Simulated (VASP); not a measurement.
KF:

```
K F
1.0
     3.78136    0.00000    0.00000
    -1.89068    3.27475    0.00000
     0.00000    0.00000    6.17496
K F
2 2
Cartesian
  0.0000 2.1832 0.0000
  1.8907 1.0916 3.0875
  0.0000 2.1832 2.3156
  1.8907 1.0916 5.4031
```

| Quantity | Value |
| --- | --- |
| Program | VASP 6.6.1 |
| Task | relaxation of cell and atoms |
| Functional | PBEsol |
| Potentials or basis | VASP PAW PBE potentials, release 64 (K_sv, F) |
| Cutoff | 600 eV |
| k mesh | 6 × 6 × 4 |
| Occupations | fermi-dirac, width 0.03 eV |
| Spin | no spin polarisation |

At the start: pressure 11.7 GPa; volume 19.12 Å³/atom.

How do energy, volume and symmetry change on relaxing?

Over 27 steps the energy falls by 212.8 meV/atom and the volume is 22.36 Å³/atom (+17.0 %); space group P6_3mc (No. 186, to 0.1 Å) before, P6_3/mmc (No. 194, to 0.1 Å).

The path:
```
step  energy change (eV)  largest force (eV/Å)  pressure (GPa)  volume (Å³)
   1              0.0000                0.0360           11.74        76.46
   2             -0.6345                0.0387            2.02        93.03
   3             -0.6557                0.0335           -1.17       104.81
   4             -0.6747                0.0358           -0.09       100.08
   5             -0.6747                0.0361            0.04        99.57
   6             -0.6755                0.0394            0.04        99.57
   7             -0.6776                0.0503            0.04        99.56
   8             -0.6803                0.0747            0.01        99.52
   9             -0.6809                0.1339           -0.05        99.37
  10             -0.6813                0.1130           -0.03        99.44
  11             -0.6819                0.1081           -0.03        99.42
  12             -0.6837                0.0969           -0.06        99.39
  13             -0.6868                0.0779           -0.11        99.32
  14             -0.6921                0.0487           -0.24        99.15
  15             -0.7032                0.0218           -0.57        98.73
  16             -0.7488                0.0532           -1.44        97.56
  17             -0.6271                0.6556           -0.67        93.81
  18             -0.7521                0.1074           -1.47        97.29
  19             -0.8044                0.0645           -2.02        95.75
  20             -0.8056                0.0394           -2.02        95.53
  21             -0.8469                0.0365            0.69        87.69
  22             -0.8503                0.0376            0.06        89.29
  23             -0.8503                0.0377            0.04        89.41
  24             -0.8510                0.0248           -0.02        89.52
  25             -0.8512                0.0114           -0.06        89.65
  26             -0.8512                0.0134           -0.05        89.63
  27             -0.8513                0.0059            0.01        89.44
```

Final structure:
```cif
data_structure
_symmetry_space_group_name_H-M 'P 1'
_symmetry_Int_Tables_number 1
_cell_length_a 4.4174
_cell_length_b 4.4174
_cell_length_c 5.2928
_cell_angle_alpha 90.000
_cell_angle_beta 90.000
_cell_angle_gamma 120.000
_cell_volume 89.44
loop_
_atom_site_label
_atom_site_type_symbol
_atom_site_fract_x
_atom_site_fract_y
_atom_site_fract_z
_atom_site_occupancy
K1 K 0.33333 0.66667 0.93791 1
K2 K 0.66667 0.33333 0.43791 1
F1 F 0.33333 0.66667 0.43709 1
F2 F 0.66667 0.33333 0.93709 1
```

Caveat: the volume moved by over 15 % at a fixed basis, so the end points are rough; the structure was generated, so it needn't be the stable form of KF; the PAW data sets were made with another functional, which shifts forces and pressure a little.
